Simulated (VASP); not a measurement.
# Si16B (a cell with a defect) in VASP: a series of runs

Runs on Si16B (a cell with a defect). Level: LDA. Tasks: single point.

Everything below comes from runs of VASP 6.6.1. Logs are shortened: lines on timing, memory, paths and dates and some standing lists are left out, and cuts for length are marked.

### Step 1. The cell of the first run

The cell holds a defect, 17 atoms: a = 7.679 Å, b = 7.679 Å, c = 7.679 Å, α = 60.00°, β = 60.00°, γ = 60.00°.

### Step 2. Single point, LDA, collinear spin, zero start

INCAR

```
  PREC = Accurate
  ENCUT = 520
  EDIFF = 1E-6
  ISMEAR = -1
  SIGMA = 0.05
  LREAL = Auto
  LASPH = T
  NELM = 150
  ALGO = Normal
  ISIF = 2
  LWAVE = F
  LCHARG = T
  ISPIN = 2
  MAGMOM = 0 0 0 0 0 0 0 0 0 0 0 0 0 0 0 0 0
  LORBIT = 11
  GGA = CA
  LELF = T
  LVHAR = T
  NBANDS = 52
```

KPOINTS

```
Automatic mesh
0
Gamma
  2 2 2
```

POSCAR

```
Si16B
1.0
    0.0000000000      5.4300000000      5.4300000000
    5.4300000000      0.0000000000      5.4300000000
    5.4300000000      5.4300000000      0.0000000000
Si B
16 1
Direct
   -0.0058103131      0.0132504604      0.0208379374
    0.1562338858      0.1097329650      0.1356998158
    0.0214917127     -0.0232412523      0.5118416206
    0.0944106814      0.1746132597      0.6301565378
    0.0333057090      0.4704327808     -0.0010405157
    0.1091988950      0.6550000000      0.1124217311
   -0.0341528545      0.5393830571      0.4864917127
    0.1568324125      0.6089134438      0.6248618785
    0.5662615101     -0.0213259669     -0.0175690608
    0.6185727440      0.1763627993      0.1009300184
    0.4501012891      0.0353499079      0.4448895028
    0.6486556169      0.0767034991      0.5842541436
    0.4856169429      0.5295027624     -0.0121546961
    0.6599539595      0.5425322284      0.1675966851
    0.5331491713      0.4448802947      0.5463351750
    0.6148618785      0.6582136280      0.5960589319
    0.5924125230      0.7711602210      0.8672375691
```

Potentials or basis: VASP PAW LDA potentials, release 64 (Si, B).

The run is started by

```bash
cat potpaw_LDA.64/Si/POTCAR potpaw_LDA.64/B/POTCAR > POTCAR
mpirun -np 1 vasp_std > vasp.out
```

OUTCAR:

```text
PREC = Accurate
   ENCUT = 520
   EDIFF = 1E-6
   ISMEAR = -1
   LREAL = Auto
   LASPH = T
   NELM = 150
   ISIF = 2
   ISPIN = 2
   LORBIT = 11
   GGA = CA

 ion  position               nearest neighbor table
   1  0.994  0.013  0.021-   6 2.26   2 2.36  10 2.38   4 2.46
   2  0.156  0.110  0.136-   5 2.27   1 2.36   3 2.36   9 2.57
   3  0.021  0.977  0.512-   8 2.31   2 2.36  12 2.39   4 2.49
   4  0.094  0.175  0.630-   7 2.30  11 2.31   1 2.46   3 2.49
   5  0.033  0.470  0.999-   2 2.27   8 2.35  14 2.37   6 2.38
   6  0.109  0.655  0.112-   1 2.26   7 2.35  13 2.36   5 2.38
   7  0.966  0.539  0.486-  16 2.20   4 2.30   6 2.35   8 2.54
   8  0.157  0.609  0.625-   3 2.31   5 2.35  15 2.38   7 2.54
   9  0.566  0.979  0.982-  17 2.07  10 2.38  12 2.56   2 2.57  14 2.76
  10  0.619  0.176  0.101-  13 2.22  11 2.22   1 2.38   9 2.38
  11  0.450  0.035  0.445-  10 2.22   4 2.31  16 2.40  12 2.45
  12  0.649  0.077  0.584-  17 2.32   3 2.39  15 2.41  11 2.45   9 2.56
  13  0.486  0.530  0.988-  17 2.00  10 2.22   6 2.36  14 2.41  16 2.46
  14  0.660  0.543  0.168-  17 2.22   5 2.37  15 2.38  13 2.41   9 2.76
  15  0.533  0.445  0.546-  16 2.26   8 2.38  14 2.38  12 2.41
  16  0.615  0.658  0.596-   7 2.20  15 2.26  11 2.40  13 2.46  17 2.53
  17  0.592  0.771  0.867-  13 2.00   9 2.07  14 2.22  12 2.32  16 2.53

  LATTYP: Found a face centered cubic cell.
 ALAT       =    10.8600000000

  Lattice vectors:

 A1 = (   0.0000000000,   5.4300000000,   5.4300000000)
 A2 = (   5.4300000000,   0.0000000000,   5.4300000000)
 A3 = (   5.4300000000,   5.4300000000,   0.0000000000)

Analysis of symmetry for initial positions (statically):
=====================================================================
 Subroutine PRICEL returns:
 Original cell was already a primitive cell.

 Routine SETGRP: Setting up the symmetry group for a
 face centered cubic supercell.

 Subroutine GETGRP returns: Found  1 space group operations
 (whereof  1 operations were pure point group operations)
 out of a pool of 48 trial point group operations.

The static configuration has the point symmetry C_1 .

Analysis of symmetry for dynamics (positions and initial velocities):
=====================================================================
 Subroutine PRICEL returns:
 Original cell was already a primitive cell.

 Routine SETGRP: Setting up the symmetry group for a
 face centered cubic supercell.

 Subroutine GETGRP returns: Found  1 space group operations
 (whereof  1 operations were pure point group operations)
 out of a pool of 48 trial point group operations.

The dynamic configuration has the point symmetry C_1 .

Analysis of structural, dynamic, and magnetic symmetry:
=====================================================================
 Subroutine PRICEL returns:
 Original cell was already a primitive cell.

 Routine SETGRP: Setting up the symmetry group for a
 face centered cubic supercell.

 Subroutine GETGRP returns: Found  1 space group operations
 (whereof  1 operations were pure point group operations)
 out of a pool of 48 trial point group operations.

The overall configuration has the point symmetry C_1 .

 Subroutine INISYM returns: Found  1 space group operations
 (whereof  1 operations are pure point group operations),
 and found     1 'primitive' translations

----------------------------------------------------------------------------------------

                                     Primitive cell

  volume of cell :     320.2060

  direct lattice vectors                    reciprocal lattice vectors
     0.000000000  5.430000000  5.430000000    -0.092081031  0.092081031  0.092081031
     5.430000000  0.000000000  5.430000000     0.092081031 -0.092081031  0.092081031
     5.430000000  5.430000000  0.000000000     0.092081031  0.092081031 -0.092081031

  length of vectors
     7.679179644  7.679179644  7.679179644     0.159489025  0.159489025  0.159489025

  position of ions in fractional coordinates (direct lattice)
     0.994189687  0.013250460  0.020837937
     0.156233886  0.109732965  0.135699816
     0.021491713  0.976758748  0.511841621
     0.094410681  0.174613260  0.630156538
     0.033305709  0.470432781  0.998959484
     0.109198895  0.655000000  0.112421731
[... 9 lines left out ...]
     0.614861879  0.658213628  0.596058932
     0.592412523  0.771160221  0.867237569

  ion indices of the primitive-cell ions
   primitive index   ion index
                 1           1
                 2           2
                 3           3
                 4           4
                 5           5
                 6           6
[... 9 lines left out ...]
                16          16
                17          17

----------------------------------------------------------------------------------------

 KPOINTS: Automatic mesh

Automatic generation of k-mesh.
 Grid dimensions read from file:
 generate k-points for:    2    2    2

 Generating k-lattice:

  Cartesian coordinates                     Fractional coordinates (reciprocal lattice)
    -0.046040516  0.046040516  0.046040516     0.500000000  0.000000000  0.000000000
     0.046040516 -0.046040516  0.046040516     0.000000000  0.500000000  0.000000000
     0.046040516  0.046040516 -0.046040516     0.000000000  0.000000000  0.500000000

  Length of vectors
     0.079744512  0.079744512  0.079744512

  Shift w.r.t. Gamma in fractional coordinates (k-lattice)
     0.000000000  0.000000000  0.000000000

 Subroutine IBZKPT returns following result:
 ===========================================

 Found      8 irreducible k-points:

 Following reciprocal coordinates:
            Coordinates               Weight
  0.000000  0.000000  0.000000      1.000000
  0.500000  0.000000  0.000000      1.000000
  0.000000  0.500000  0.000000      1.000000
  0.000000  0.000000  0.500000      1.000000
  0.500000  0.500000  0.500000      1.000000
  0.500000  0.500000  0.000000      1.000000
  0.000000  0.500000  0.500000      1.000000
  0.500000  0.000000  0.500000      1.000000
   k-points           NKPTS =      8   k-points in BZ     NKDIM =      8   number of bands    NBANDS=     52
   number of dos      NEDOS =    301   number of ions     NIONS =     17
   total plane-waves  NPLWV = 216000
   dimension x,y,z NGX =    60 NGY =   60 NGZ =   60
   dimension x,y,z NGXF=   120 NGYF=  120 NGZF=  120
   ions per type =              16   1
   NGX,Y,Z   is equivalent  to a cutoff of  12.99, 12.99, 12.99 a.u.
   NGXF,Y,Z  is equivalent  to a cutoff of  25.98, 25.98, 25.98 a.u.
 SYSTEM =  unknown system
   PREC   = accura    normal or accurate (medium, high low for compatibility)
   ISTART =      0    job   : 0-new  1-cont  2-samecut
   ICHARG =      2    charge: 1-file 2-atom 10-const
   ISPIN  =      2    spin polarized calculation?
   LNONCOLLINEAR =      F non collinear calculations
   LSORBIT =      F    spin-orbit coupling
   LASPH  =      T    aspherical Exc in radial PAW
   ENCUT  =  520.0 eV  38.22 Ry    6.18 a.u.  14.28 14.28 14.28*2*pi/ulx,y,z
   NELM   =    150;   NELMIN=  2; NELMDL= -5     # of ELM steps
   EDIFF  = 0.1E-05   stopping-criterion for ELM
   LREAL  =      T    real-space projection
   EDIFFG = 0.1E-04   stopping-criterion for IOM
   NSW    =      0    number of steps for IOM
   IBRION =     -1    ionic relax: 0-MD 1-quasi-New 2-CG
   NFREE  =      0    steps in history (QN), initial steepest desc. (CG)
   ISIF   =      2    stress and relaxation
   ISYM   =      2    0-nonsym 1-usesym 2-fastsym
   POTIM  = 0.5000    time-step for ionic-motion
   TEBEG  =    0.0;   TEEND  =   0.0 temperature during run
   PSTRESS=    0.0 pullay stress
   NELECT =      67.0000    total number of electrons
   NUPDOWN=      -1.0000    fix difference up-down
   EMIN   =  10.00;   EMAX   =-10.00  energy-range for DOS
   EFERMI =   0.00;   METHOD = LEGACY
   ISMEAR =    -1;   SIGMA  =   0.05  broadening in eV -4-tet -1-fermi 0-gaus
   EFERMI_NEDOS =   21; number of points for ismear=-14 and -15
   IALGO  =     38    algorithm
   IMIX   =      4    mixing-type and parameters
     AMIX     =   0.40;   BMIX     =  1.00
     AMIX_MAG =   1.60;   BMIX_MAG =  1.00
  volume/ion in A,a.u.               =      18.84       127.11
  Fermi-wavevector in a.u.,A,eV,Ry     =   0.971904  1.836632 12.852022  0.944597
  Thomas-Fermi vector in A             =   2.102159
   LORBIT       =     11    0 simple, 1 ext, 2 COOP (PROOUT), +10 PAW based schemes
   GGA     = CA    functional components
   LHFCALC =     F    Hartree Fock is set to
   AEXX    =    0.0000 exact exchange contribution
   IVDW    =     0    specifies the selected vdW correction
   LEPSILON=     F    determine dielectric tensor
   LRPA    =     F    only Hartree local field effects (RPA)
 spin polarized calculation
  energy-cutoff  :      520.00
  volume of cell :      320.21
 maximum number of plane-waves:      8646
 NGX is ok and might be reduce to    60
   NGX = 29   NGY = 29   NGZ = 29

 number of electron      67.0000000 magnetization      -0.0000115

 number of electron      67.0000000 magnetization       0.0000068

 Free energy of the ion-electron system (eV)
  ---------------------------------------------------
  ext. energy  EPLUGINS =         0.00000000
  ---------------------------------------------------
  free energy    TOTEN  =       -96.04000604 eV

  energy without entropy =      -95.99647541  energy(sigma->0) =      -96.01824073

 E-fermi :   6.1732     XC(G=0):  -9.8002

 val. band max:        6.1708063882   @ k =   0.0000   0.0000   0.0000
 cond. band min:       6.1935551892   @ k =   0.5000   0.5000   0.5000
 fundamental gap:      0.0227488010
 Fermi energy:         6.1731898853

 spin component 1

 k-point     1 :       0.0000    0.0000    0.0000
  band No.  band energies     occupation
      1      -6.3166      1.00000
      2      -4.1505      1.00000
      3      -3.8365      1.00000
      4      -3.8215      1.00000
      5      -3.7619      1.00000
      6      -2.7743      1.00000
[... 373 lines left out ...]
     44       9.5618      0.00000
     45       9.7998      0.00000
 Fermi energy:         6.1731898853

 spin component 2

 k-point     1 :       0.0000    0.0000    0.0000
  band No.  band energies     occupation
      1      -6.3166      1.00000
      2      -4.1505      1.00000
      3      -3.8365      1.00000
      4      -3.8215      1.00000
      5      -3.7619      1.00000
      6      -2.7743      1.00000
[... 373 lines left out ...]
     44       9.5618      0.00000
     45       9.7998      0.00000
 [bands above 45 left out]

------------------------ aborting loop because EDIFF is reached ----------------------------------------

  FORCE on cell =-STRESS in cart. coord.  units (eV):
  Direction    XX          YY          ZZ          XY          YZ          ZX
  --------------------------------------------------------------------------------------
  -------------------------------------------------------------------------------------
  Total       -1.3803129     -6.1444876     -3.0990890     -2.3478728      0.1136253      0.7523834
  in kB       -6.9065100    -30.7444527    -15.5065486    -11.7477761      0.5685335      3.7646126
  external PRESSURE =     -17.7191705 kB  Pullay stress =       0.0000000 kB

 VOLUME and BASIS-vectors are now :
 -----------------------------------------------------------------------------
  energy-cutoff  :      520.00
  volume of cell :      320.21
      direct lattice vectors                 reciprocal lattice vectors
     0.000000000  5.430000000  5.430000000    -0.092081031  0.092081031  0.092081031
     5.430000000  0.000000000  5.430000000     0.092081031 -0.092081031  0.092081031
     5.430000000  5.430000000  0.000000000     0.092081031  0.092081031 -0.092081031

 POSITION                                       TOTAL-FORCE (eV/Angst)
 -----------------------------------------------------------------------------------
      0.18510      5.51160      5.47040         0.184091     -0.927789      1.269558
      1.33270      1.58520      1.44420        -0.948950      1.081321      0.021132
      8.08310      2.89600      5.42050         0.804778     -0.416373      0.544524
      4.36990      3.93440      1.46080        -0.650022      0.087525     -1.569783
      7.97880      5.60520      2.73530         0.898907     -0.488583      0.342086
      4.16710      1.20340      4.14960        -0.740473      0.484387     -0.940812
[... 9 lines left out ...]
      6.81070      6.57530      6.91280         1.446066     -0.367119     -0.273923
      8.89650      7.92590      7.40420         0.864235      0.516447      0.855589
 -----------------------------------------------------------------------------------
    total drift:                               -0.002862      0.003491      0.000673

  FREE ENERGIE OF THE ION-ELECTRON SYSTEM (eV)
  ---------------------------------------------------
  free  energy   TOTEN  =       -96.0400060449 eV

  energy  without entropy=      -95.9964754060  energy(sigma->0) =      -96.01824073

 total charge

# of ion       s       p       d       tot
------------------------------------------
    1        0.757   0.935   0.000   1.692
    2        0.765   0.921   0.000   1.686
    3        0.758   0.909   0.000   1.666
    4        0.755   0.922   0.000   1.677
    5        0.757   0.945   0.000   1.702
    6        0.754   0.956   0.000   1.710
[... 9 lines left out ...]
   16        0.773   0.929   0.000   1.702
   17        0.736   0.977   0.000   1.713
--------------------------------------------------
tot         12.997  15.653   0.000  28.650

 magnetization (x)

# of ion       s       p       d       tot
------------------------------------------
    1        0.000   0.000   0.000   0.000
    2        0.000   0.000   0.000   0.000
    3        0.000   0.000   0.000   0.000
    4       -0.000  -0.000   0.000  -0.000
    5        0.000  -0.000   0.000   0.000
    6        0.000   0.000   0.000   0.000
[... 9 lines left out ...]
   16       -0.000  -0.000   0.000  -0.000
   17       -0.000   0.000   0.000  -0.000
--------------------------------------------------
tot         -0.000  -0.000   0.000  -0.000
```

It took 8.4 min on 1 thread of Intel Xeon Platinum 8375C at 2.90GHz (Ice Lake), shared host; peak memory 0.48 GiB.

Results:

```
Free energy                                           : -96.0400 eV
Pressure                                              : -1.8 GPa
Largest force                                         : 2.451 eV/Å
Net moment                                            : 0.00 μB per cell
Valence electrons inside the program's atomic spheres : Si 1.69, 1.67, 1.68, 1.70, 1.71, 1.72, 1.62, 1.73, 1.63 (each value once); B 1.71
```

Forces in eV/Å, atoms in the order of the input:
```
Si   0.184 -0.928  1.270
Si  -0.949  1.081  0.021
Si   0.805 -0.416  0.545
Si  -0.650  0.088 -1.570
Si   0.899 -0.489  0.342
Si  -0.740  0.484 -0.941
Si  -0.351  1.553  1.864
Si  -0.444 -0.503 -0.879
Si   0.011 -0.898 -1.470
Si  -1.798  0.485  0.438
Si   0.749  1.579 -0.408
Si  -0.099  0.886 -0.554
Si   0.837 -1.332  0.605
Si  -0.196 -0.507  0.992
Si  -0.567 -1.233 -0.835
Si   1.446 -0.367 -0.274
B    0.864  0.516  0.856
```

Caveat: the k points lie up to 0.50 Å⁻¹ apart; no moment was typed at the start, so none could form.

[end of part 1 of 2]
